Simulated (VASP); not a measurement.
# NaOs12 (a cell with a defect) in VASP: relaxation of the atoms with LDA

Aim: the relaxation of the atoms of NaOs12 (a cell with a defect) with LDA.

Everything below comes from runs of VASP 6.6.1. Logs are shortened: lines on timing, memory, paths and dates and some standing lists are left out, and cuts for length are marked.

## Step 1: The cell of the first run

The cell holds a defect, 13 atoms: a = 5.480 Å, b = 8.220 Å, c = 4.326 Å, α = 90.00°, β = 90.00°, γ = 120.00°.

## Step 2: Relaxation of the atoms, LDA

INCAR reads:

```
PREC     = Accurate       # precision mode
ENCUT    = 520            # plane-wave cutoff, eV
EDIFF    = 1E-6           # SCF threshold, eV
ISMEAR   = 0              # smearing method
SIGMA    = 0.05           # smearing width, eV
LREAL    = F              # projectors in reciprocal space
LASPH    = T              # aspherical terms in the spheres
NELM     = 100            # most SCF steps
ALGO     = Normal         # electronic algorithm
ISIF     = 2              # what is computed and relaxed
LWAVE    = F              # write WAVECAR
LCHARG   = F              # write CHGCAR
IBRION   = 2              # ionic algorithm
NSW      = 80             # ionic steps
EDIFFG   = -0.03          # ionic threshold
KPAR     = 4
```

KPOINTS reads:

```
regular mesh
0
Gamma
  4 3 4
```

POSCAR reads:

```
NaOs12
1.0
    5.4800000000      0.0000000000      0.0000000000
   -4.1100000000      7.1187290000      0.0000000000
    0.0000000000      0.0000000000      4.3264600000
Os Na
12 1
Direct
    0.0000000000      0.0000000000      0.0000000000
    0.1666667000      0.2222222000      0.5000000000
    0.0000000000      0.3333333000      0.0000000000
    0.1666667000      0.5555556000      0.5000000000
    0.0000000000      0.6666667000      0.0000000000
    0.1666667000      0.8888889000      0.5000000000
    0.5000000000      0.0000000000      0.0000000000
    0.6666667000      0.2222222000      0.5000000000
    0.5000000000      0.3333333000      0.0000000000
    0.6666667000      0.5555556000      0.5000000000
    0.5000000000      0.6666667000      0.0000000000
    0.6666667000      0.8888889000      0.5000000000
    0.3274183000      0.1011497000      0.2470365000
```

Potentials or basis: VASP PAW LDA potentials, release 64 (Os, Na_pv).

Run with:

```console
$ cat potpaw_LDA.64/Os/POTCAR potpaw_LDA.64/Na_pv/POTCAR > POTCAR
$ mpirun -np 4 vasp_std > vasp.out
```

OUTCAR:

```text
PREC = Accurate
   ENCUT = 520
   EDIFF = 1E-6
   ISMEAR = 0
   LREAL = F
   LASPH = T
   NELM = 100
   ISIF = 2
   IBRION = 2
   NSW = 80
   EDIFFG = -0.03

 ion  position               nearest neighbor table
   1  0.000  0.000  0.000-  13 1.89  12 2.68  12 2.68   2 2.68   2 2.68   6 2.68   6 2.68   3 2.74
                             5 2.74   9 2.74  11 2.74   7 2.74   7 2.74
   2  0.167  0.222  0.500-  13 1.96   9 2.68   9 2.68   1 2.68   1 2.68   3 2.68   3 2.68   6 2.74
                            12 2.74   8 2.74   8 2.74  10 2.74   4 2.74
   3  0.000  0.333  0.000-   8 2.68   8 2.68   2 2.68   2 2.68   4 2.68   4 2.68   1 2.74   7 2.74
                             9 2.74   9 2.74  11 2.74   5 2.74
   4  0.167  0.556  0.500-  11 2.68  11 2.68   5 2.68   5 2.68   3 2.68   3 2.68   6 2.74  12 2.74
                            10 2.74  10 2.74   8 2.74   2 2.74
   5  0.000  0.667  0.000-  10 2.68  10 2.68   6 2.68   6 2.68   4 2.68   4 2.68   1 2.74   7 2.74
                            11 2.74  11 2.74   9 2.74   3 2.74
   6  0.167  0.889  0.500-  13 1.87   7 2.68   7 2.68   5 2.68   5 2.68   1 2.68   1 2.68   2 2.74
                             4 2.74   8 2.74  10 2.74  12 2.74  12 2.74
   7  0.500  0.000  0.000-  13 1.87   6 2.68   6 2.68   8 2.68   8 2.68  12 2.68  12 2.68  11 2.74
                             9 2.74   3 2.74   5 2.74   1 2.74   1 2.74
   8  0.667  0.222  0.500-  13 1.95   3 2.68   3 2.68   7 2.68   7 2.68   9 2.68   9 2.68  12 2.74
                             6 2.74   2 2.74   2 2.74   4 2.74  10 2.74
   9  0.500  0.333  0.000-  13 1.97   2 2.68   2 2.68   8 2.68   8 2.68  10 2.68  10 2.68   7 2.74
                             1 2.74   3 2.74   3 2.74   5 2.74  11 2.74
  10  0.667  0.556  0.500-   5 2.68   5 2.68  11 2.68  11 2.68   9 2.68   9 2.68  12 2.74   6 2.74
                             4 2.74   4 2.74   2 2.74   8 2.74
  11  0.500  0.667  0.000-   4 2.68   4 2.68  12 2.68  12 2.68  10 2.68  10 2.68   7 2.74   1 2.74
                             5 2.74   5 2.74   3 2.74   9 2.74
  12  0.667  0.889  0.500-   1 2.68   1 2.68  11 2.68  11 2.68   7 2.68   7 2.68   8 2.74  10 2.74
                             2 2.74   4 2.74   6 2.74   6 2.74
  13  0.327  0.101  0.247-   6 1.87   7 1.87   1 1.89   8 1.95   2 1.96   9 1.97

  LATTYP: Found a simple monoclinic cell.
 ALAT       =     5.4800000000
 B/A-ratio  =     0.7895000000
 C/A-ratio  =     1.3228756879
 COS(beta)  =    -0.1889822319

  Lattice vectors:

 A1 = (   5.4800000000,   0.0000000000,   0.0000000000)
 A2 = (   0.0000000000,   0.0000000000,   4.3264600000)
 A3 = (  -1.3700000000,  -7.1187290000,   0.0000000000)

Analysis of symmetry for initial positions (statically):
=====================================================================
 Subroutine PRICEL returns:
 Original cell was already a primitive cell.

 Routine SETGRP: Setting up the symmetry group for a
[... 170 lines left out ...]
   IVDW    =     0    specifies the selected vdW correction
   LEPSILON=     F    determine dielectric tensor
   LRPA    =     F    only Hartree local field effects (RPA)
 conjugate gradient relaxation of ions
 non-spin polarized calculation
 Gauss-broadening in eV      SIGMA  =   0.05
  energy-cutoff  :      520.00
  volume of cell :      168.78
 maximum number of plane-waves:      4560
 NGX is ok and might be reduce to    42
   NGX = 21   NGY = 31   NGZ = 17

--------------------------------------- Ionic step        1  -------------------------------------------

 number of electron     102.9999995 magnetization

 Free energy of the ion-electron system (eV)
  ---------------------------------------------------
  ext. energy  EPLUGINS =         0.00000000
  ---------------------------------------------------
  free energy    TOTEN  =      -131.75494844 eV

  energy without entropy =     -131.74403622  energy(sigma->0) =     -131.74949233

------------------------ aborting loop because EDIFF is reached ----------------------------------------

  FORCE on cell =-STRESS in cart. coord.  units (eV):
  Direction    XX          YY          ZZ          XY          YZ          ZX
  --------------------------------------------------------------------------------------
  -------------------------------------------------------------------------------------
  Total       38.9318762     38.7764341     37.0700705      0.1677031     -0.0203257     -0.0792285
  in kB      369.5729734    368.0973914    351.8992023      1.5919743     -0.1929485     -0.7521016
  external PRESSURE =     363.1898557 kB  Pullay stress =       0.0000000 kB
[... 122 lines left out ...]
  FREE ENERGIE OF THE ION-ELECTRON SYSTEM (eV)
  ---------------------------------------------------
  free  energy   TOTEN  =      -140.1881177494 eV

  energy  without entropy=     -140.1824576461  energy(sigma->0) =     -140.18528770

[... ionic steps 4 to 69 ...]

--------------------------------------- Ionic step       70  -------------------------------------------

 number of electron     103.0000002 magnetization

------------------------ aborting loop because EDIFF is reached ----------------------------------------
[... 89 lines left out ...]
--------------------------------------- Ionic step       72  -------------------------------------------

 number of electron     103.0000002 magnetization

 Free energy of the ion-electron system (eV)
  ---------------------------------------------------
  ext. energy  EPLUGINS =         0.00000000
  ---------------------------------------------------
  free energy    TOTEN  =      -141.12996462 eV

  energy without entropy =     -141.12216665  energy(sigma->0) =     -141.12606563

 E-fermi :  10.0940     XC(G=0): -14.3268

 val. band max:       10.0838612339   @ k =   0.5000  -0.3333   0.2500
 cond. band min:      10.1005576451   @ k =   0.5000   0.3333   0.0000
 fundamental gap:      0.0166964112
 Fermi energy:        10.0940205003

 k-point     1 :       0.0000    0.0000    0.0000
  band No.  band energies     occupation
      1     -15.3812      2.00000
      2     -15.2902      2.00000
      3     -15.0936      2.00000
      4      -1.0562      2.00000
      5       1.9937      2.00000
      6       2.0500      2.00000
[... 1525 lines left out ...]
     60      11.6418      0.00000
     61      11.7547      0.00000

 [... further k-points ...]

------------------------ aborting loop because EDIFF is reached ----------------------------------------

  FORCE on cell =-STRESS in cart. coord.  units (eV):
  Direction    XX          YY          ZZ          XY          YZ          ZX
  --------------------------------------------------------------------------------------
  -------------------------------------------------------------------------------------
  Total       32.3176290     38.8426291     42.1799205      5.4262930      3.5326988     -3.4846244
  in kB      306.7851696    368.7257678    400.4060471     51.5107784     33.5352447    -33.0788835
  external PRESSURE =     358.6389948 kB  Pullay stress =       0.0000000 kB
[... 28 lines left out ...]
  FREE ENERGIE OF THE ION-ELECTRON SYSTEM (eV)
  ---------------------------------------------------
  free  energy   TOTEN  =      -141.1299646151 eV

  energy  without entropy=     -141.1221666543  energy(sigma->0) =     -141.12606563

 reached required accuracy - stopping structural energy minimisation
```

OSZICAR:

```text
N       E                     dE             d eps       ncg     rms          rms(c)
DAV:   1     0.992811285299E+03    0.99281E+03   -0.47979E+04  3244   0.174E+03
DAV:   2    -0.818073580458E+01   -0.10010E+04   -0.97375E+03  3172   0.587E+02
[... 670 lines left out ...]
DAV:   1    -0.141129553886E+03   -0.51091E-05   -0.46679E-02  3172   0.803E-01    0.272E-02
DAV:   2    -0.141129592090E+03   -0.38204E-04   -0.51354E-04  4432   0.126E-01    0.382E-02
DAV:   3    -0.141129589716E+03    0.23739E-05   -0.23334E-05  4712   0.271E-02    0.259E-02
DAV:   4    -0.141129586623E+03    0.30931E-05   -0.41875E-06  2952   0.107E-02    0.191E-02
DAV:   5    -0.141129584944E+03    0.16792E-05   -0.67401E-06  3584   0.150E-02    0.775E-03
DAV:   6    -0.141129584712E+03    0.23179E-06   -0.14766E-06  2008   0.857E-03
  69 F= -.14112958E+03 E0= -.14112571E+03  d E =-.4219
```

CONTCAR:

```text
NaOs12
   1.00000000000000
     5.4800000000000004    0.0000000000000000    0.0000000000000000
    -4.1100000000000003    7.1187290000000001    0.0000000000000000
     0.0000000000000000    0.0000000000000000    4.3264600000000000
  Os              Na
    12     1
Direct
     0.9771941739887101    0.9950260590512825    0.9685526796105793
     0.1495919932909521    0.2311929549033583    0.5160362011707739
     0.0036105639491774    0.3378880146917759    0.0250553093764316
     0.1870541525514481    0.5619830750419612    0.4931110569773846
     0.9875477476922843    0.6591775510298484    0.0216033614719748
     0.1007760845588825    0.8378923907686643    0.5386040707743904
     0.5082167808908959    0.9844405266923744    0.9068187760303246
     0.7289769981308615    0.2747114778834706    0.5498686269597737
     0.4945107805717711    0.3506821593004346    0.9882965546415748
     0.6417103201993214    0.5517602317051873    0.4939110330119100
     0.5036270221810082    0.6712772075352720    0.9997568062613079
     0.6680746161203596    0.8952809256845530    0.4541974132481850
     0.3765272658743291    0.0831705257118051    0.2912246104653894

  0.00000000E+00  0.00000000E+00  0.00000000E+00
  0.00000000E+00  0.00000000E+00  0.00000000E+00
  0.00000000E+00  0.00000000E+00  0.00000000E+00
  0.00000000E+00  0.00000000E+00  0.00000000E+00
  0.00000000E+00  0.00000000E+00  0.00000000E+00
  0.00000000E+00  0.00000000E+00  0.00000000E+00
  0.00000000E+00  0.00000000E+00  0.00000000E+00
  0.00000000E+00  0.00000000E+00  0.00000000E+00
  0.00000000E+00  0.00000000E+00  0.00000000E+00
  0.00000000E+00  0.00000000E+00  0.00000000E+00
  0.00000000E+00  0.00000000E+00  0.00000000E+00
  0.00000000E+00  0.00000000E+00  0.00000000E+00
  0.00000000E+00  0.00000000E+00  0.00000000E+00
```

It took 53 min on 4 MPI ranks of AMD EPYC 7R13 (Zen 3), shared host; peak memory 0.35 GiB.

What came out:

```yaml
Free_energy: -141.1300 eV
Pressure_after_relaxing: 35.9 GPa
Largest_force_after_relaxing: 0.025 eV/Å
Band_gap_on_the_k_mesh: zero (an odd number of electrons rules out a gap without spin polarisation)
```

Forces on the atoms (eV/Å):
```
Os  -0.005  0.004 -0.016
Os  -0.008  0.008  0.005
Os   0.009  0.007  0.004
Os   0.013  0.005  0.011
Os   0.002 -0.009 -0.005
Os   0.004  0.014  0.004
Os  -0.015  0.012  0.000
Os  -0.005 -0.010  0.002
Os   0.013  0.003 -0.001
Os   0.009 -0.003 -0.013
Os   0.012 -0.003  0.004
Os  -0.018 -0.006  0.001
Na  -0.011 -0.022  0.003
```

Final structure:
```
CELL_PARAMETERS angstrom
5.48000 0.00000 0.00000
-4.11000 7.11873 0.00000
0.00000 0.00000 4.32646
ATOMIC_POSITIONS crystal
Os 0.97719 0.99503 0.96855
Os 0.14959 0.23119 0.51604
Os 0.00361 0.33789 0.02506
Os 0.18705 0.56198 0.49311
Os 0.98755 0.65918 0.02160
Os 0.10078 0.83789 0.53860
Os 0.50822 0.98444 0.90682
Os 0.72898 0.27471 0.54987
Os 0.49451 0.35068 0.98830
Os 0.64171 0.55176 0.49391
Os 0.50363 0.67128 0.99976
Os 0.66807 0.89528 0.45420
Na 0.37653 0.08317 0.29122
```

Levels at points of the mesh, in eV from the Fermi level:
| k point | band 48 | band 49 | band 50 | band 51 | band 52 | band 53 | band 54 | band 55 |
| --- | --- | --- | --- | --- | --- | --- | --- | --- |
| (0.00, 0.00, 0.00) | -1.03 | -0.71 | -0.47 | -0.12 | 0.18 | 0.43 | 0.60 | 0.97 |
| (0.50, 0.00, 0.00) | -1.19 | -0.98 | -0.81 | -0.66 | -0.54 | -0.22 | 0.11 | 0.24 |
| (0.00, 0.00, 0.50) | -0.98 | -0.53 | -0.37 | 0.10 | 0.18 | 0.34 | 0.44 | 0.79 |
| (0.50, 0.00, 0.50) | -1.24 | -0.92 | -0.82 | -0.66 | 0.10 | 0.18 | 0.28 | 0.55 |

Caveat: the k points lie up to 0.36 Å⁻¹ apart, too coarse for converged energies and pressures of a metal; spin-orbit coupling is left out, which moves the levels of the heavy elements.
